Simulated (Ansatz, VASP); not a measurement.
**One calculation of Ta, two programs**

Contents of INCAR:

```
PREC     = Accurate       # precision mode
ENCUT    = 520            # plane-wave cutoff, eV
EDIFF    = 1E-7           # SCF threshold, eV
ISMEAR   = -1             # smearing method
SIGMA    = 0.05           # smearing width, eV
LREAL    = False          # projectors in reciprocal space
LASPH    = True           # aspherical terms in the spheres
NELM     = 100            # most SCF steps
ALGO     = Normal         # electronic algorithm
ISIF     = 2              # what is computed and relaxed
LWAVE    = False          # write WAVECAR
LCHARG   = False          # write CHGCAR
GGA      = PE             # functional
NBANDS   = 12             # bands
```

File KPOINTS:

```
regular mesh
0
Gamma
  16 16 16
```

The input POSCAR:

```
Ta
1.0
    0.0000000000      2.1050905935      2.1050905935
    2.1050905935      0.0000000000      2.1050905935
    2.1050905935      2.1050905935      0.0000000000
Ta
1
Direct
    0.0000000000      0.0000000000      0.0000000000
```

Input for Ansatz:

```yaml
crystal:
  lattice:
    - [0.0, 2.1050905935, 2.1050905935]
    - [2.1050905935, 0.0, 2.1050905935]
    - [2.1050905935, 2.1050905935, 0.0]
  atoms:
    - { symbol: Ta, position: [0.0, 0.0, 0.0] }
kpoints:
  mp_grid: { grid: [16, 16, 16] }
scf:
  occupations: { method: fermi_dirac, width: 0.05 }
hamiltonian:
  xc: pbe
  pseudopotentials: { kind: paw }
output:
  forces: true
  stress: true
  eigenvalues: true
```

Change from the starting cell: volume scaled by 0.99, to set the pressure.

Alike in both runs: task single point; functional PBE; k mesh 16 × 16 × 16; occupations fermi-dirac, width 0.05 eV; no spin polarisation.

|  | VASP | Ansatz |
| --- | --- | --- |
| version | VASP 6.6.1 | Ansatz 0.2.0 |
| potentials or method | VASP PAW PBE potentials, release 64 (Ta_pv) | PAW with Ansatz's default frozen-core files, scalar-relativistic |
| plane-wave cutoff (eV) | 520 | 420 |
| valence electrons in the cell | 11 | 13 |

|  | VASP | Ansatz | Ansatz less VASP |
| --- | --- | --- | --- |
| pressure (GPa) | 2.0 | 2.0 | -0.03 |

VASP's potentials hold 11 valence electrons a cell and Ansatz's 13, so a difference there can come from the potentials and not from the codes.

Spin-orbit coupling is off throughout.
